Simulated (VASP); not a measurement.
Write the native input for VASP 6.6.1 that does the following.

| Quantity | Value |
| --- | --- |
| Task | single point |
| Functional | HSE06 |
| Potentials or basis | VASP PAW PBE potentials, release 64 (Ca_sv, O) |
| Cutoff | 520 eV |
| k mesh | 6 × 6 × 6 |
| Occupations | gaussian, width 0.01 eV |
| Spin | no spin polarisation |
| Dipole correction | no |
| Grid for exact exchange (PRECFOCK) | Normal |
| Further INCAR settings | ALGO = Normal; EDIFF = 1e-07; NBANDS = 15 |
| Share of exact exchange | 0.25 |
| Screening parameter | 0.2079 1/Å |

CaO:

```
CELL_PARAMETERS angstrom
-0.01738 2.58935 2.58935
2.58935 -0.01738 2.58935
2.58935 2.58935 -0.01738
ATOMIC_POSITIONS crystal
Ca 0.99938 0.99938 0.99938
O 0.25062 0.25062 0.25062
```

This cell differs from its parent crystal: strain along [111] -1.0%.

These files were run (other wordings do the same):

POSCAR

```
CaO
1.0
   -0.0173782116      2.5893535300      2.5893535300
    2.5893535300     -0.0173782116      2.5893535300
    2.5893535300      2.5893535300     -0.0173782116
Ca O
1 1
Direct
   -0.0006219345     -0.0006219345     -0.0006219345
    0.2506219345      0.2506219345      0.2506219345
```

INCAR.step1

```
SYSTEM = CaO
PREC = Accurate
ENCUT = 520
EDIFF = 1E-5
ISMEAR = 0
SIGMA = 0.01
LREAL = .FALSE.
LASPH = .TRUE.
NELM = 60
ALGO = Normal
ISIF = 2
LWAVE = .TRUE.
GGA = PE
NBANDS = 15
```

INCAR.step2

```
SYSTEM = CaO
PREC = Accurate
ENCUT = 520
EDIFF = 1E-7
ISMEAR = 0
SIGMA = 0.01
LREAL = .FALSE.
LASPH = .TRUE.
NELM = 60
ALGO = Normal
ISIF = 2
LWAVE = .FALSE.
LCHARG = .TRUE.
GGA = PE
LHFCALC = .TRUE.
HFSCREEN = 0.2079
PRECFOCK = Normal
LELF = .TRUE.
LVHAR = .TRUE.
ISTART = 1
NBANDS = 15
```

KPOINTS

```
regular mesh
0
G
  6 6 6
  0 0 0
```

Potentials or basis: VASP PAW PBE potentials, release 64 (Ca_sv, O).

The run is started by

```bash
$ cat potpaw_PBE.64/Ca_sv/POTCAR potpaw_PBE.64/O/POTCAR > POTCAR
$ cp INCAR.step1 INCAR
$ mpirun -np 1 vasp_std > vasp.out
$ cp INCAR.step2 INCAR
$ mpirun -np 1 vasp_std > vasp.out
```

Results of the run:

```
Pressure               : 1.5 GPa
Band gap on the k mesh : 4.74 eV (least direct gap 5.37 eV)
```

Caveat: the cell differs from its parent crystal (strain along [111] -1.0%); the structure was generated, so it needn't be the stable form of CaO; the PAW data sets were made with another functional, which shifts forces and pressure a little.

It took 91 min on 1 thread of Intel(R) Xeon(R) Platinum 8259CL CPU @ 2.50GHz (Skylake/Cascade Lake), with other jobs on the host, peak memory 0.29 GiB.
